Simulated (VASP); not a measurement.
A run of VASP 6.6.1 is set up as follows.

File INCAR:

```
PREC = Accurate
ENCUT = 600
EDIFF = 1E-7
ISMEAR = -1
SIGMA = 0.05
LREAL = False
LASPH = True
NELM = 100
ALGO = Normal
ISIF = 3
LWAVE = False
LCHARG = False
GGA = CA
IBRION = 2
NSW = 80
EDIFFG = -0.02
```

File KPOINTS:

```
Automatic mesh
0
Gamma
  7 7 7
```

POSCAR

```
KBr
1.0
    0.0000000000      3.3000000000      3.3000000000
    3.3000000000      0.0000000000      3.3000000000
    3.3000000000      3.3000000000      0.0000000000
Br K
1 1
Direct
    0.5000000000      0.5000000000      0.5000000000
    0.0000000000      0.0000000000      0.0000000000
```

Potentials or basis: VASP PAW LDA potentials, release 64 (Br, K_sv).

Launch:

```sh
$ cat potpaw_LDA.64/Br/POTCAR potpaw_LDA.64/K_sv/POTCAR > POTCAR
$ mpirun -np 1 vasp_std > vasp.out
```

Q: Estimate the relaxed cell.

A: a = 4.520 Å, b = 4.520 Å, c = 4.520 Å, α = 60.00°, β = 60.00°, γ = 60.00°.

Q: Predict the space group after relaxing (to 0.1 Å).

A: Fm-3m (No. 225).

Q: Estimate the relaxed volume.

A: 32.65 Å³/atom.

Q: Estimate the band gap on the k mesh.

A: 4.30 eV.

Step by step:
| step | energy change (eV) | largest force (eV/Å) | pressure (GPa) | volume (Å³) |
| --- | --- | --- | --- | --- |
| 1 | 0.0000 | 0.0000 | -1.58 | 71.87 |
| 2 | -0.0283 | 0.0000 | -0.87 | 68.24 |
| 3 | -0.0375 | 0.0000 | -0.09 | 65.30 |

LDA gaps usually lie below the measured ones, often by a third to a half. LDA usually gives volumes a few per cent too small.
